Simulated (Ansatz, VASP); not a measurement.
## Mg2As3 in VASP and in Ansatz

INCAR

```
PREC = Accurate
ENCUT = 520
EDIFF = 1E-7
ISMEAR = 0
SIGMA = 0.1
LREAL = False
LASPH = True
NELM = 60
ALGO = Normal
ISIF = 2
LWAVE = False
LCHARG = True
GGA = PE
IVDW = 12
LELF = True
LVHAR = True
NBANDS = 18
```

KPOINTS

```
regular mesh
0
Gamma
  6 6 2
```

File POSCAR:

```
Mg2As3
1.0
    4.8959589000      0.0000000000      0.0000000000
   -2.4479794500      4.2400247800      0.0000000000
    0.0000000000      0.0000000000     11.3638002900
Mg As
2 3
Direct
    0.0000000000      0.0000000000      0.4450199000
    0.6666666700      0.3333333300      0.8714602600
    0.0000000000      0.0000000000      0.0000000000
    0.3333333300      0.6666666700      0.2985729400
    0.6666666700      0.3333333300      0.5914668500
```

Input for Ansatz:

```yaml
crystal:
  lattice:
    - [4.8959589, 0.0, 0.0]
    - [-2.44797945, 4.24002478, 0.0]
    - [0.0, 0.0, 11.36380029]
  atoms:
    - { symbol: Mg, position: [0.0, 0.0, 0.4450199] }
    - { symbol: Mg, position: [0.66666667, 0.33333333, 0.87146026] }
    - { symbol: As, position: [0.0, 0.0, 0.0] }
    - { symbol: As, position: [0.33333333, 0.66666667, 0.29857294] }
    - { symbol: As, position: [0.66666667, 0.33333333, 0.59146685] }
basis:
  ecutwfc: 420
kpoints:
  mp_grid: { grid: [6, 6, 2] }
hamiltonian:
  xc: pbe
  dispersion: d3bj
scf:
  occupations: { method: gaussian, width: 0.1 }
  lower_state_search: "off"
output:
  forces: true
  stress: true
  eigenvalues: true
```

Alike in both runs: task single point; functional PBE; dispersion D3(BJ); k mesh 6 × 6 × 2; occupations gaussian, width 0.1 eV; no spin polarisation.

|  | VASP | Ansatz |
| --- | --- | --- |
| version | VASP 6.6.1 | Ansatz 0.2.0 |
| potentials or method | VASP PAW PBE potentials, release 64 (Mg, As), cutoff 520 eV | scalar-relativistic, plane waves, PAW |
| valence electrons in the cell | 19 | 65 |

```tsv
	VASP	Ansatz	Ansatz less VASP
gap on the k mesh at the Fermi level (eV)	none	none	-
pressure (GPa)	-7.4	-7.3	+0.02
traceless stress, the component that is largest in VASP (GPa)	-0.62	-0.62	-0.001
rms of the force components (eV/Å)	0.353	0.352	-0.0010
```

Atom by atom the forces differ by 0.001 eV/Å (rms over components). A gap of «none» marks a metal or a gap that the smearing closes. VASP's potentials hold 19 valence electrons a cell and Ansatz's 65, so a difference there can come from the potentials and not from the codes.
